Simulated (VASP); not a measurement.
# HfN (CsCl type) (Pm-3m) in VASP: relaxation of cell and atoms with PBE

Aim: the relaxation of cell and atoms of HfN (CsCl type) with PBE.

Program: VASP 6.6.1. These are calculated values, not measurements. Logs are shortened: lines on timing, memory, paths and dates and some standing lists are left out, and cuts for length are marked.

### 1 The cell of the first run

The structure is cubic, space group Pm-3m (No. 221). Conventional cell: a = 2.599 Å, b = 2.599 Å, c = 2.599 Å, α = 90.00°, β = 90.00°, γ = 90.00°. Hf (site symmetry m-3m) has 8 N at 2.25 Å and 6 Hf at 2.60 Å within 3.0 Å. Within 3.0 Å of N (site symmetry m-3m) lie 8 Hf at 2.25 Å and 6 N at 2.60 Å.

### 2 Relaxation of cell and atoms, PBE, target pressure 110 GPa, at which the enthalpy is minimised

Contents of INCAR:

```
  PREC = Accurate
  ENCUT = 600
  EDIFF = 1E-6
  ISMEAR = -1
  SIGMA = 0.05
  LREAL = False
  LASPH = True
  NELM = 100
  ALGO = Normal
  ISIF = 3
  LWAVE = False
  LCHARG = False
  GGA = PE
  IBRION = 2
  NSW = 60
  EDIFFG = -0.005
  PSTRESS = 1100.0
```

Contents of KPOINTS:

```
Automatic mesh
0
Gamma
  14 14 14
```

Contents of POSCAR:

```
HfN
1.0
    2.5986845732      0.0000000000      0.0000000000
    0.0000000000      2.5986845732      0.0000000000
    0.0000000000      0.0000000000      2.5986845732
Hf N
1 1
Direct
    0.0000000000      0.0000000000      0.0000000000
    0.5000000000      0.5000000000      0.5000000000
```

Potentials or basis: VASP PAW PBE potentials, release 64 (Hf_pv, N).

Command:

```sh
> cat potpaw_PBE.64/Hf_pv/POTCAR potpaw_PBE.64/N/POTCAR > POTCAR
> mpirun -np 1 vasp_std > vasp.out
```

OUTCAR:

```text
PREC = Accurate
   ENCUT = 600
   EDIFF = 1E-6
   ISMEAR = -1
   LREAL = False
   LASPH = True
   NELM = 100
   ISIF = 3
   GGA = PE
   IBRION = 2
   NSW = 60
   EDIFFG = -0.005
   PSTRESS = 1100.0

 ion  position               nearest neighbor table
   1  0.000  0.000  0.000-   2 2.25   2 2.25   2 2.25   2 2.25   2 2.25   2 2.25   2 2.25   2 2.25

   2  0.500  0.500  0.500-   1 2.25   1 2.25   1 2.25   1 2.25   1 2.25   1 2.25   1 2.25   1 2.25

  LATTYP: Found a simple cubic cell.
 ALAT       =     2.5986845732

  Lattice vectors:

 A1 = (   2.5986845732,   0.0000000000,   0.0000000000)
 A2 = (   0.0000000000,   2.5986845732,   0.0000000000)
 A3 = (   0.0000000000,   0.0000000000,   2.5986845732)

Analysis of symmetry for initial positions (statically):
=====================================================================
 Subroutine PRICEL returns:
 Original cell was already a primitive cell.

 Routine SETGRP: Setting up the symmetry group for a
 simple cubic supercell.

 Subroutine GETGRP returns: Found 48 space group operations
 (whereof 48 operations were pure point group operations)
 out of a pool of 48 trial point group operations.

The static configuration has the point symmetry O_h .

Analysis of symmetry for dynamics (positions and initial velocities):
=====================================================================
 Subroutine PRICEL returns:
 Original cell was already a primitive cell.

 Routine SETGRP: Setting up the symmetry group for a
 simple cubic supercell.

 Subroutine GETGRP returns: Found 48 space group operations
 (whereof 48 operations were pure point group operations)
 out of a pool of 48 trial point group operations.

The dynamic configuration has the point symmetry O_h .

 Subroutine INISYM returns: Found 48 space group operations
 (whereof 48 operations are pure point group operations),
 and found     1 'primitive' translations

----------------------------------------------------------------------------------------

                                     Primitive cell

  volume of cell :      17.5493

  direct lattice vectors                    reciprocal lattice vectors
     2.598684573  0.000000000  0.000000000     0.384810073  0.000000000  0.000000000
     0.000000000  2.598684573  0.000000000     0.000000000  0.384810073  0.000000000
     0.000000000  0.000000000  2.598684573     0.000000000  0.000000000  0.384810073

  length of vectors
     2.598684573  2.598684573  2.598684573     0.384810073  0.384810073  0.384810073

  position of ions in fractional coordinates (direct lattice)
     0.000000000  0.000000000  0.000000000
     0.500000000  0.500000000  0.500000000

  ion indices of the primitive-cell ions
   primitive index   ion index
                 1           1
                 2           2

----------------------------------------------------------------------------------------

 KPOINTS: Automatic mesh

Automatic generation of k-mesh.
 Grid dimensions read from file:
 generate k-points for:   14   14   14

 Generating k-lattice:

  Cartesian coordinates                     Fractional coordinates (reciprocal lattice)
     0.027486434  0.000000000  0.000000000     0.071428571  0.000000000  0.000000000
     0.000000000  0.027486434  0.000000000     0.000000000  0.071428571  0.000000000
     0.000000000  0.000000000  0.027486434     0.000000000  0.000000000  0.071428571

  Length of vectors
     0.027486434  0.027486434  0.027486434

  Shift w.r.t. Gamma in fractional coordinates (k-lattice)
     0.000000000  0.000000000  0.000000000

 Subroutine IBZKPT returns following result:
 ===========================================

 Found    120 irreducible k-points:

 Following reciprocal coordinates:
            Coordinates               Weight
  0.000000  0.000000  0.000000      1.000000
  0.071429  0.000000  0.000000      6.000000
  0.142857  0.000000  0.000000      6.000000
  0.214286  0.000000  0.000000      6.000000
  0.285714  0.000000  0.000000      6.000000
  0.357143  0.000000  0.000000      6.000000
[... 16 lines left out ...]
  0.285714  0.214286  0.000000     24.000000
  0.357143  0.214286  0.000000     24.000000
 [... further k-points ...]
   k-points           NKPTS =    120   k-points in BZ     NKDIM =    120   number of bands    NBANDS=     11
   number of dos      NEDOS =    301   number of ions     NIONS =      2
   total plane-waves  NPLWV =  13824
   dimension x,y,z NGX =    24 NGY =   24 NGZ =   24
   dimension x,y,z NGXF=    48 NGYF=   48 NGZF=   48
   ions per type =               1   1
   NGX,Y,Z   is equivalent  to a cutoff of  15.35, 15.35, 15.35 a.u.
   NGXF,Y,Z  is equivalent  to a cutoff of  30.71, 30.71, 30.71 a.u.
 SYSTEM =  unknown system
   PREC   = accura    normal or accurate (medium, high low for compatibility)
   ISTART =      0    job   : 0-new  1-cont  2-samecut
   ICHARG =      2    charge: 1-file 2-atom 10-const
   ISPIN  =      1    spin polarized calculation?
   LNONCOLLINEAR =      F non collinear calculations
   LSORBIT =      F    spin-orbit coupling
   LASPH  =      T    aspherical Exc in radial PAW
   ENCUT  =  600.0 eV  44.10 Ry    6.64 a.u.   5.19  5.19  5.19*2*pi/ulx,y,z
   NELM   =    100;   NELMIN=  2; NELMDL= -5     # of ELM steps
   EDIFF  = 0.1E-05   stopping-criterion for ELM
   LREAL  =      F    real-space projection
   EDIFFG = -.5E-02   stopping-criterion for IOM
   NSW    =     60    number of steps for IOM
   IBRION =      2    ionic relax: 0-MD 1-quasi-New 2-CG
   NFREE  =      1    steps in history (QN), initial steepest desc. (CG)
   ISIF   =      3    stress and relaxation
   ISYM   =      2    0-nonsym 1-usesym 2-fastsym
   POTIM  = 0.5000    time-step for ionic-motion
   TEBEG  =    0.0;   TEEND  =   0.0 temperature during run
   PSTRESS= 1100.0 pullay stress
   NELECT =      15.0000    total number of electrons
   NUPDOWN=      -1.0000    fix difference up-down
   EMIN   =  10.00;   EMAX   =-10.00  energy-range for DOS
   EFERMI =   0.00;   METHOD = LEGACY
   ISMEAR =    -1;   SIGMA  =   0.05  broadening in eV -4-tet -1-fermi 0-gaus
   EFERMI_NEDOS =   21; number of points for ismear=-14 and -15
   IALGO  =     38    algorithm
   IMIX   =      4    mixing-type and parameters
     AMIX     =   0.40;   BMIX     =  1.00
     AMIX_MAG =   1.60;   BMIX_MAG =  1.00
  volume/ion in A,a.u.               =       8.77        59.21
  Fermi-wavevector in a.u.,A,eV,Ry     =   1.553645  2.935963 32.841900  2.413812
  Thomas-Fermi vector in A             =   2.657846
   LORBIT       =      0    0 simple, 1 ext, 2 COOP (PROOUT), +10 PAW based schemes
   GGA     = PE    functional components
   LHFCALC =     F    Hartree Fock is set to
   AEXX    =    0.0000 exact exchange contribution
   IVDW    =     0    specifies the selected vdW correction
   LEPSILON=     F    determine dielectric tensor
   LRPA    =     F    only Hartree local field effects (RPA)
 conjugate gradient relaxation of ions
 non-spin polarized calculation
  energy-cutoff  :      600.00
  volume of cell :       17.55
 maximum number of plane-waves:       624
 NGX is ok and might be reduce to    24
   NGX = 11   NGY = 11   NGZ = 11

--------------------------------------- Ionic step        1  -------------------------------------------

 number of electron      15.0000000 magnetization

 Free energy of the ion-electron system (eV)
  ---------------------------------------------------
  ext. energy  EPLUGINS =         0.00000000
  ---------------------------------------------------
  free energy    TOTEN  =       -18.63096720 eV

  energy without entropy =      -18.62519621  energy(sigma->0) =      -18.62808170

 E-fermi :   9.9072     XC(G=0): -14.3229

 val. band max:        9.9049843665   @ k =   0.1429   0.0714   0.0000
 cond. band min:       9.9669376619   @ k =   0.1429   0.0714   0.0714
 fundamental gap:      0.0619532954
 Fermi energy:         9.9072354988

 k-point     1 :       0.0000    0.0000    0.0000
  band No.  band energies     occupation
      1     -19.4012      2.00000
      2     -19.4012      2.00000
      3     -19.4012      2.00000
      4      -7.8910      2.00000
      5       6.4560      2.00000
      6       6.4560      2.00000
      7       8.8517      2.00000
      8       8.8517      2.00000
      9       8.8517      2.00000
     10      17.2279      0.00000
     11      18.1518      0.00000
[... 309 lines left out ...]
 k-point    24 :       0.3571    0.2143    0.0000
  band No.  band energies     occupation
      1     -21.5490      2.00000
      2     -20.2451      2.00000
      3     -19.0570      2.00000
      4      -5.0194      2.00000
      5       2.9088      2.00000
      6       6.0218      2.00000
      7       7.4110      2.00000
      8       9.5051      1.99936
      9      15.5931      0.00000
     10      15.6536      0.00000
     11      16.3898      0.00000

 [... further k-points ...]
[... 5 lines left out ...]
  --------------------------------------------------------------------------------------
  -------------------------------------------------------------------------------------
  Total       10.3860852     10.3860852     10.3860852     -0.0000000      0.0000000     -0.0000000
  in kB      948.2039429    948.2039429    948.2039429     -0.0000000      0.0000000     -0.0000000
  external PRESSURE =    -151.7960571 kB  Pullay stress =    1100.0000000 kB
[... 213 lines left out ...]
  enthalpy is  TOTEN    =        -6.6025005344 eV   P V=       11.7674420688

--------------------------------------- Ionic step        7  -------------------------------------------

 number of electron      14.9999999 magnetization

 Free energy of the ion-electron system (eV)
  ---------------------------------------------------
  ext. energy  EPLUGINS =         0.00000000
  ---------------------------------------------------
  free energy    TOTEN  =       -18.36271455 eV

  energy without entropy =      -18.35715863  energy(sigma->0) =      -18.35993659

 E-fermi :  10.1804     XC(G=0): -14.4636

 val. band max:       10.1758398898   @ k =   0.3571   0.2857   0.0000
 cond. band min:      10.2259130032   @ k =   0.1429   0.0714   0.0714
 fundamental gap:      0.0500731135
 Fermi energy:        10.1804158841

 k-point     1 :       0.0000    0.0000    0.0000
  band No.  band energies     occupation
      1     -19.0598      2.00000
      2     -19.0598      2.00000
      3     -19.0598      2.00000
      4      -7.7896      2.00000
      5       6.5951      2.00000
      6       6.5951      2.00000
      7       9.1312      2.00000
      8       9.1312      2.00000
      9       9.1312      2.00000
     10      17.9588      0.00000
     11      18.6134      0.00000
[... 309 lines left out ...]
 k-point    24 :       0.3571    0.2143    0.0000
  band No.  band energies     occupation
      1     -21.3595      2.00000
      2     -19.9639      2.00000
      3     -18.6879      2.00000
      4      -4.8121      2.00000
      5       3.0734      2.00000
      6       6.2470      2.00000
      7       7.6130      2.00000
      8       9.7550      1.99960
      9      15.9984      0.00000
     10      16.0286      0.00000
     11      16.8698      0.00000

 [... further k-points ...]
[... 5 lines left out ...]
  --------------------------------------------------------------------------------------
  -------------------------------------------------------------------------------------
  Total       11.7606970     11.7606970     11.7606970     -0.0000000     -0.0000000     -0.0000000
  in kB     1100.0464510   1100.0464510   1100.0464510     -0.0000000     -0.0000000     -0.0000000
  external PRESSURE =       0.0464510 kB  Pullay stress =    1100.0000000 kB
[... 17 lines left out ...]
  FREE ENERGIE OF THE ION-ELECTRON SYSTEM (eV)
  ---------------------------------------------------
  free  energy   TOTEN  =       -18.3627145506 eV

  energy  without entropy=      -18.3571586332  energy(sigma->0) =      -18.35993659

  enthalpy is  TOTEN    =        -6.6025141486 eV   P V=       11.7602004020

 reached required accuracy - stopping structural energy minimisation
```

Wall time 29 s (1 thread of Intel Xeon 6975P-C (Granite Rapids), shared host); peak memory 0.17 GiB.

What came out:

| Property | Result |
| --- | --- |
| Free energy | -18.3627 eV |
| Relaxed volume | 8.56 Å³/atom |
| Relaxed cell | a = 2.578 Å, b = 2.578 Å, c = 2.578 Å, α = 90.00°, β = 90.00°, γ = 90.00° |
| Space group after relaxing (to 0.1 Å) | Pm-3m (No. 221) |
| Energy change on relaxing (the run minimises the enthalpy) | +134.1 meV/atom |
| Ionic steps | 7 |
| Pressure after relaxing | 110.0 GPa |
| Band gap on the k mesh | zero (an odd number of electrons rules out a gap without spin polarisation) |

Step by step:
```
step  energy change (eV)  largest force (eV/Å)  pressure (GPa)  volume (Å³)
   1              0.0000                0.0000           94.82        17.55
   2              1.7287                0.0000          186.50        15.52
   3              0.2549                0.0000          109.40        17.15
   4              0.2647                0.0000          109.82        17.13
   5              0.2704                0.0000          110.12        17.13
   6              0.2610                0.0000          109.59        17.14
   7              0.2683                0.0000          110.00        17.13
```

Final structure:
```yaml
crystal:
  lattice:
    - [2.57777, 0.00000, 0.00000]
    - [0.00000, 2.57777, 0.00000]
    - [0.00000, 0.00000, 2.57777]
  atoms:
    - { symbol: Hf, position: [0.00000, 0.00000, 0.00000] }
    - { symbol: N, position: [0.50000, 0.50000, 0.50000] }
```

Levels at points of the mesh, in eV from the Fermi level:
| k point | band 4 | band 5 | band 6 | band 7 | band 8 | band 9 | band 10 | band 11 |
| --- | --- | --- | --- | --- | --- | --- | --- | --- |
| (0.00, 0.00, 0.00) | -17.97 | -3.59 | -3.59 | -1.05 | -1.05 | -1.05 | 7.78 | 8.43 |
| (0.50, 0.00, 0.00) | -13.91 | -9.21 | -3.56 | -3.56 | -1.84 | 7.84 | 9.43 | 9.62 |
| (0.50, 0.50, 0.00) | -16.01 | -4.29 | -4.29 | -1.48 | -0.70 | 3.67 | 3.67 | 4.29 |
| (0.50, 0.50, 0.50) | -13.11 | -9.09 | -9.09 | -9.09 | 10.70 | 10.70 | 10.70 | 13.23 |

Caveat: the cell is relaxed towards a set pressure, so the run minimises the enthalpy, not the energy; spin-orbit coupling is left out, which moves the levels of the heavy elements.
